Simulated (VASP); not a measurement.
# Fe (P6_3/mmc) in VASP: notebook

Fe is run at these levels: SVWN5, LDA, BLYP+D3(BJ); tasks: single point, relaxation of cell and atoms.

All numbers are computed with VASP 6.6.1; they aren't measurements. Logs are shortened: lines on timing, memory, paths and dates and some standing lists are left out, and cuts for length are marked.

### Step 1. The cell of the first run

The structure is hexagonal, space group P6_3/mmc (No. 194). Conventional cell: a = 2.466 Å, b = 2.466 Å, c = 3.892 Å, α = 90.00°, β = 90.00°, γ = 120.00°. Fe (site symmetry -6m2) has 12 Fe at 2.41 to 2.47 Å within 3.2 Å.

### Step 2. Single point, SVWN5, collinear spin, ferromagnetic start

INCAR reads:

```
SYSTEM = Fe
  PREC = Accurate
  ENCUT = 520
  EDIFF = 1E-6
  ISMEAR = -1
  SIGMA = 0.05
  LREAL = .False.
  LASPH = .True.
  NELM = 150
  ALGO = Fast
  ISIF = 2
  LWAVE = .False.
  LCHARG = .False.
  ISPIN = 2
  MAGMOM = 3 3
  LORBIT = 11
  LMAXMIX = 4
  GGA = VW
  NBANDS = 19
```

KPOINTS reads:

```
regular mesh
0
Gamma
  12 12 7
  0 0 0
```

POSCAR reads:

```
Fe
1.0
    2.4661896479      0.0000000000      0.0000000000
   -1.2330948240      2.1357828857      0.0000000000
    0.0000000000      0.0000000000      3.8924920371
Fe
2
Direct
    0.6666666667      0.3333333333      0.7500000000
    0.3333333333      0.6666666667      0.2500000000
```

Potentials or basis: VASP PAW PBE potentials, release 64 (Fe).

Launch:

```sh
$ cat potpaw_PBE.64/Fe/POTCAR > POTCAR
$ mpirun -np 1 vasp_std > vasp.out
```

OUTCAR:

```text
SYSTEM = Fe
   PREC = Accurate
   ENCUT = 520
   EDIFF = 1E-6
   ISMEAR = -1
   LREAL = .False.
   LASPH = .True.
   NELM = 150
   ISIF = 2
   ISPIN = 2
   LORBIT = 11
   GGA = VW

 ion  position               nearest neighbor table
   1  0.667  0.333  0.750-   2 2.41   2 2.41   2 2.41   2 2.41   2 2.41   2 2.41
   2  0.333  0.667  0.250-   1 2.41   1 2.41   1 2.41   1 2.41   1 2.41   1 2.41

  LATTYP: Found a hexagonal cell.
 ALAT       =     2.4661896479
 C/A-ratio  =     1.5783425417

  Lattice vectors:

 A1 = (   2.4661896479,   0.0000000000,   0.0000000000)
 A2 = (  -1.2330948240,   2.1357828857,   0.0000000000)
 A3 = (   0.0000000000,   0.0000000000,   3.8924920371)

Analysis of symmetry for initial positions (statically):
=====================================================================
 Subroutine PRICEL returns:
 Original cell was already a primitive cell.

 Routine SETGRP: Setting up the symmetry group for a
 hexagonal supercell.

 Subroutine GETGRP returns: Found 24 space group operations
 (whereof 12 operations were pure point group operations)
 out of a pool of 24 trial point group operations.

The static configuration has the point symmetry D_3d.
 The point group associated with its full space group is D_6h.

Analysis of symmetry for dynamics (positions and initial velocities):
=====================================================================
 Subroutine PRICEL returns:
 Original cell was already a primitive cell.

 Routine SETGRP: Setting up the symmetry group for a
 hexagonal supercell.

 Subroutine GETGRP returns: Found 24 space group operations
 (whereof 12 operations were pure point group operations)
 out of a pool of 24 trial point group operations.

The dynamic configuration has the point symmetry D_3d.
 The point group associated with its full space group is D_6h.

Analysis of structural, dynamic, and magnetic symmetry:
=====================================================================
 Subroutine PRICEL returns:
 Original cell was already a primitive cell.

 Routine SETGRP: Setting up the symmetry group for a
 hexagonal supercell.

 Subroutine GETGRP returns: Found 24 space group operations
 (whereof 12 operations were pure point group operations)
 out of a pool of 24 trial point group operations.

The overall configuration has the point symmetry D_3d.
 The point group associated with its full space group is D_6h.

 Subroutine INISYM returns: Found 24 space group operations
 (whereof 12 operations are pure point group operations),
 and found     1 'primitive' translations

----------------------------------------------------------------------------------------

                                     Primitive cell

  volume of cell :      20.5027

  direct lattice vectors                    reciprocal lattice vectors
     2.466189648  0.000000000  0.000000000     0.405483820  0.234106193  0.000000000
    -1.233094824  2.135782886  0.000000000     0.000000000  0.468212386  0.000000000
     0.000000000  0.000000000  3.892492037     0.000000000  0.000000000  0.256904829

  length of vectors
     2.466189648  2.466189648  3.892492037     0.468212386  0.468212386  0.256904829

  position of ions in fractional coordinates (direct lattice)
     0.666666667  0.333333333  0.750000000
     0.333333333  0.666666667  0.250000000

  ion indices of the primitive-cell ions
   primitive index   ion index
                 1           1
                 2           2

----------------------------------------------------------------------------------------

 KPOINTS: regular mesh

Automatic generation of k-mesh.
 Grid dimensions read from file:
 generate k-points for:   12   12    7

 Generating k-lattice:

  Cartesian coordinates                     Fractional coordinates (reciprocal lattice)
     0.033790318  0.019508849  0.000000000     0.083333333  0.000000000  0.000000000
     0.000000000  0.039017699  0.000000000     0.000000000  0.083333333  0.000000000
     0.000000000  0.000000000  0.036700690     0.000000000  0.000000000  0.142857143

  Length of vectors
     0.039017699  0.039017699  0.036700690

  Shift w.r.t. Gamma in fractional coordinates (k-lattice)
     0.000000000  0.000000000  0.000000000

 Subroutine IBZKPT returns following result:
 ===========================================

 Found     76 irreducible k-points:

 Following reciprocal coordinates:
            Coordinates               Weight
  0.000000  0.000000  0.000000      1.000000
  0.083333  0.000000  0.000000      6.000000
  0.166667  0.000000  0.000000      6.000000
  0.250000  0.000000  0.000000      6.000000
  0.333333 -0.000000  0.000000      6.000000
  0.416667  0.000000  0.000000      6.000000
[... 16 lines left out ...]
  0.250000  0.000000  0.142857     12.000000
  0.333333 -0.000000  0.142857     12.000000
 [... further k-points ...]
   k-points           NKPTS =     76   k-points in BZ     NKDIM =     76   number of bands    NBANDS=     19
   number of dos      NEDOS =    301   number of ions     NIONS =      2
   total plane-waves  NPLWV =   9720
   dimension x,y,z NGX =    18 NGY =   18 NGZ =   30
   dimension x,y,z NGXF=    36 NGYF=   36 NGZF=   60
   ions per type =               2
   NGX,Y,Z   is equivalent  to a cutoff of  12.13, 12.13, 12.81 a.u.
   NGXF,Y,Z  is equivalent  to a cutoff of  24.27, 24.27, 25.63 a.u.
 SYSTEM =  Fe
   PREC   = accura    normal or accurate (medium, high low for compatibility)
   ISTART =      0    job   : 0-new  1-cont  2-samecut
   ICHARG =      2    charge: 1-file 2-atom 10-const
   ISPIN  =      2    spin polarized calculation?
   LNONCOLLINEAR =      F non collinear calculations
   LSORBIT =      F    spin-orbit coupling
   LASPH  =      T    aspherical Exc in radial PAW
   ENCUT  =  520.0 eV  38.22 Ry    6.18 a.u.   4.59  4.59  7.24*2*pi/ulx,y,z
   NELM   =    150;   NELMIN=  2; NELMDL= -5     # of ELM steps
   EDIFF  = 0.1E-05   stopping-criterion for ELM
   LREAL  =      F    real-space projection
   EDIFFG = 0.1E-04   stopping-criterion for IOM
   NSW    =      0    number of steps for IOM
   IBRION =     -1    ionic relax: 0-MD 1-quasi-New 2-CG
   NFREE  =      0    steps in history (QN), initial steepest desc. (CG)
   ISIF   =      2    stress and relaxation
   ISYM   =      2    0-nonsym 1-usesym 2-fastsym
   POTIM  = 0.5000    time-step for ionic-motion
   TEBEG  =    0.0;   TEEND  =   0.0 temperature during run
   PSTRESS=    0.0 pullay stress
   NELECT =      16.0000    total number of electrons
   NUPDOWN=      -1.0000    fix difference up-down
   EMIN   =  10.00;   EMAX   =-10.00  energy-range for DOS
   EFERMI =   0.00;   METHOD = LEGACY
   ISMEAR =    -1;   SIGMA  =   0.05  broadening in eV -4-tet -1-fermi 0-gaus
   EFERMI_NEDOS =   21; number of points for ismear=-14 and -15
   IALGO  =     68    algorithm
   IMIX   =      4    mixing-type and parameters
     AMIX     =   0.40;   BMIX     =  1.00
     AMIX_MAG =   1.60;   BMIX_MAG =  1.00
  volume/ion in A,a.u.               =      10.25        69.18
  Fermi-wavevector in a.u.,A,eV,Ry     =   1.507224  2.848240 30.908673  2.271723
  Thomas-Fermi vector in A             =   2.617838
   LORBIT       =     11    0 simple, 1 ext, 2 COOP (PROOUT), +10 PAW based schemes
   GGA     = VW    functional components
   LHFCALC =     F    Hartree Fock is set to
   AEXX    =    0.0000 exact exchange contribution
   IVDW    =     0    specifies the selected vdW correction
   LEPSILON=     F    determine dielectric tensor
   LRPA    =     F    only Hartree local field effects (RPA)
 spin polarized calculation
 RMM-DIIS sequential band-by-band and
  energy-cutoff  :      520.00
  volume of cell :       20.50
 maximum number of plane-waves:       573
   NGX =  9   NGY =  9   NGZ = 15

 number of electron      16.0000003 magnetization       0.2162298

 Free energy of the ion-electron system (eV)
  ---------------------------------------------------
  ext. energy  EPLUGINS =         0.00000000
  ---------------------------------------------------
  free energy    TOTEN  =        24.27607551 eV

  energy without entropy =       24.29599944  energy(sigma->0) =       24.28603747

 E-fermi :   6.4675     XC(G=0): -14.0357

 val. band max:        6.4577374243   @ k =   0.1667   0.0000   0.4286
 cond. band min:       6.4766285222   @ k =   0.0833   0.0833   0.4286
 fundamental gap:      0.0188910978
 Fermi energy:         6.4675328336

 spin component 1

 k-point     1 :       0.0000    0.0000    0.0000
  band No.  band energies     occupation
      1      -2.4285      1.00000
      2       1.4917      1.00000
      3       4.7242      1.00000
      4       4.7242      1.00000
      5       4.8621      1.00000
      6       5.1864      1.00000
[... 11 lines left out ...]
     18      33.0174      0.00000
     19      33.3881      0.00000
[... 485 lines left out ...]
 k-point    24 :       0.3333   -0.0000    0.1429
  band No.  band energies     occupation
      1       0.9185      1.00000
      2       2.3763      1.00000
      3       2.8453      1.00000
      4       3.7314      1.00000
      5       4.7410      1.00000
      6       4.8058      1.00000
[... 11 lines left out ...]
     18      30.3272      0.00000
     19      31.4638      0.00000

 [... further k-points ...]

 spin component 2

 k-point     1 :       0.0000    0.0000    0.0000
  band No.  band energies     occupation
      1      -2.3939      1.00000
      2       1.5873      1.00000
      3       4.8896      1.00000
      4       4.8896      1.00000
      5       5.0203      1.00000
      6       5.3598      1.00000
[... 11 lines left out ...]
     18      33.0148      0.00000
     19      33.4626      0.00000
[... 485 lines left out ...]
 k-point    24 :       0.3333   -0.0000    0.1429
  band No.  band energies     occupation
      1       0.9762      1.00000
      2       2.4958      1.00000
      3       2.9604      1.00000
      4       3.8603      1.00000
      5       4.9075      1.00000
      6       4.9536      1.00000
[... 11 lines left out ...]
     18      30.3532      0.00000
     19      31.5387      0.00000

 [... further k-points ...]
[... 5 lines left out ...]
  --------------------------------------------------------------------------------------
  -------------------------------------------------------------------------------------
  Total       -2.7167452     -2.7167452     -2.6744570      0.0000000      0.0000000     -0.0000000
  in kB     -212.2991183   -212.2991183   -208.9945160      0.0000000      0.0000000     -0.0000000
  external PRESSURE =    -211.1975842 kB  Pullay stress =       0.0000000 kB

 VOLUME and BASIS-vectors are now :
 -----------------------------------------------------------------------------
  energy-cutoff  :      520.00
  volume of cell :       20.50
      direct lattice vectors                 reciprocal lattice vectors
     2.466189648  0.000000000  0.000000000     0.405483820  0.234106193  0.000000000
    -1.233094824  2.135782886  0.000000000     0.000000000  0.468212386  0.000000000
     0.000000000  0.000000000  3.892492037     0.000000000  0.000000000  0.256904829

 POSITION                                       TOTAL-FORCE (eV/Angst)
 -----------------------------------------------------------------------------------
      1.23309      0.71193      2.91937        -0.000000      0.000000      0.000000
     -0.00000      1.42386      0.97312         0.000000     -0.000000      0.000000
 -----------------------------------------------------------------------------------
    total drift:                                0.000000     -0.000000     -0.000000

  FREE ENERGIE OF THE ION-ELECTRON SYSTEM (eV)
  ---------------------------------------------------
  free  energy   TOTEN  =        24.2760755081 eV

  energy  without entropy=       24.2959994375  energy(sigma->0) =       24.28603747

 total charge

# of ion       s       p       d       tot
------------------------------------------
    1        0.534   0.626   6.354   7.515
    2        0.534   0.626   6.354   7.515
--------------------------------------------------
tot          1.068   1.252  12.709  15.029

 magnetization (x)

# of ion       s       p       d       tot
------------------------------------------
    1       -0.002  -0.004   0.111   0.105
    2       -0.002  -0.004   0.111   0.105
--------------------------------------------------
tot         -0.004  -0.008   0.222   0.209
```

It took 2.3 min on 1 thread of AMD EPYC 7R13, shared host; peak memory 0.12 GiB.

Results:

* Free energy: 24.2761 eV
* Pressure: -21.1 GPa
* Net moment: 0.22 μB per cell
* Site moments: Fe +0.10 μB
* Valence electrons inside the program's atomic spheres: Fe 7.51

Stress tensor (GPa, compression positive):
```
-21.23   0.00   0.00
  0.00 -21.23   0.00
  0.00   0.00 -20.90
```

Levels at points of the mesh, in eV from the Fermi level:
Spin up:
```tsv
k point	band 5	band 6	band 7	band 8	band 9	band 10	band 11	band 12
(0.00, 0.00, 0.00)	-1.61	-1.28	-1.28	-0.95	-0.95	0.58	0.61	0.61
(0.50, 0.00, 0.00)	-2.05	-1.59	-1.15	0.70	0.93	0.97	2.60	4.72
```
Spin down:
| k point | band 4 | band 5 | band 6 | band 7 | band 8 | band 9 | band 10 | band 11 | band 12 | band 13 |
| --- | --- | --- | --- | --- | --- | --- | --- | --- | --- | --- |
| (0.00, 0.00, 0.00) | -1.58 | -1.45 | -1.11 | -1.11 | -0.77 | -0.77 | 0.61 | 0.80 | 0.80 | 8.79 |
| (0.50, 0.00, 0.00) | -1.99 | -1.89 | -1.44 | -0.99 | 0.90 | 1.13 | 1.18 | 2.75 | 4.85 | 11.27 |

Caveat: the PAW data sets were made with another functional, which shifts forces and pressure a little.

[end of part 1 of 2]
